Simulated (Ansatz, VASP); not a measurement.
## TaRu: VASP beside Ansatz

Contents of INCAR:

```
SYSTEM = TaRu
ALGO = Normal
EDIFF = 1E-8
ENCUT = 520
ISIF = 2
ISMEAR = -1
LASPH = .True.
LCHARG = .False.
LEFG = .True.
LREAL = .False.
LWAVE = .False.
NBANDS = 20
NELM = 80
PREC = Accurate
SIGMA = 0.03
```

File KPOINTS:

```
k-points
0
Gamma
  13 13 13
  0 0 0
```

Contents of POSCAR:

```
TaRu
1.0
    3.1219409285      0.0000000000      0.0000000000
    0.0000000000      3.1219409285      0.0000000000
    0.0000000000      0.0000000000      3.1219409285
Ta Ru
1 1
Direct
    0.5000000000      0.5000000000      0.5000000000
    0.0000000000      0.0000000000      0.0000000000
```

Input for Ansatz:

```yaml
crystal:
  lattice:
    - [3.1219409285, 0.0, 0.0]
    - [0.0, 3.1219409285, 0.0]
    - [0.0, 0.0, 3.1219409285]
  atoms:
    - { symbol: Ta, position: [0.5, 0.5, 0.5] }
    - { symbol: Ru, position: [0.0, 0.0, 0.0] }
kpoints:
  mp_grid: { grid: [13, 13, 13] }
scf:
  occupations: { method: fermi_dirac, width: 0.03 }
hamiltonian:
  xc: lda
  pseudopotentials: { kind: paw }
output:
  forces: true
  stress: true
  eigenvalues: true
  efg: { contact_densities: true }
```

Change from the starting cell: volume scaled by 0.94, PAW files.

Alike in both runs: task electric field gradients; functional LDA; k mesh 13 × 13 × 13; occupations fermi-dirac, width 0.03 eV; no spin polarisation.

|  | VASP | Ansatz |
| --- | --- | --- |
| version | VASP 6.6.1 | Ansatz 0.2.0 |
| potentials or method | VASP PAW LDA potentials, release 64 (Ta_pv, Ru_pv) | PAW with Ansatz's default frozen-core files, scalar-relativistic |
| plane-wave cutoff (eV) | 520 | 420 |
| valence electrons in the cell | 25 | 29 |

Ansatz gave:

| Quantity | Value |
| --- | --- |
| pressure (GPa) | -1.1 |

**Question.** Which values does VASP return?

**Answer.** Pressure (GPa): -0.1.

LDA's correlation is that of Perdew and Zunger in VASP and of Perdew and Wang (1992) in Ansatz. VASP's potentials hold 25 valence electrons a cell and Ansatz's 29, so a difference there can come from the potentials and not from the codes.

Spin-orbit coupling is off throughout.
